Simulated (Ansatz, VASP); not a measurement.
## Two plane-wave programs on YPtC4N4

```xyz
10
Lattice="6.2375 0.0000 0.0000 0.0000 6.2375 0.0000 0.0000 0.0000 6.2375" Properties=species:S:1:pos:R:3 pbc="T T T"
Y     3.1187    3.1187    3.1187
Pt    0.0000    0.0000    0.0000
C     1.1454    1.1454    1.1454
C     1.1454    5.0921    5.0921
C     5.0921    1.1454    5.0921
C     5.0921    5.0921    1.1454
N     1.8294    1.8294    1.8294
N     1.8294    4.4081    4.4081
N     4.4081    1.8294    4.4081
N     4.4081    4.4081    1.8294
```

Alike in both runs: task single point; functional PBE; k mesh 4 × 4 × 4; occupations gaussian, width 0.1 eV; collinear spin.

|  | VASP | Ansatz |
| --- | --- | --- |
| version | VASP 6.6.1 | Ansatz 0.2.0 |
| potentials or method | VASP PAW PBE potentials, release 64 (Y_sv, Pt, C, N), cutoff 520 eV | scalar-relativistic, plane waves, PAW |
| valence electrons in the cell | 57 | 65 |

|  | VASP | Ansatz | Ansatz less VASP |
| --- | --- | --- | --- |
| gap on the k mesh at the Fermi level (eV) | none | none | - |
| pressure (GPa) | 0.4 | 0.2 | -0.20 |
| rms of the force components (eV/Å) | 0.132 | 0.030 | -0.1021 |
| net moment per atom (μB) | 0.10 | 0.10 | 0.000 |
| size of the moment on the site where the two differ most (μB) | 0.49 | 0.29 | -0.198 |

Site moments also hang on the region over which each program counts them. Atom by atom the forces differ by 0.162 eV/Å (rms over components). A gap of «none» marks a metal or a gap that the smearing closes. One of these differences is far larger than is usual between the two programs; its cause wasn't traced. VASP's potentials hold 57 valence electrons a cell and Ansatz's 65, so a difference there can come from the potentials and not from the codes.

Spin-orbit coupling is off throughout. Noted on VASP's run: the standard files for N, O and F lose accuracy on very short bonds.
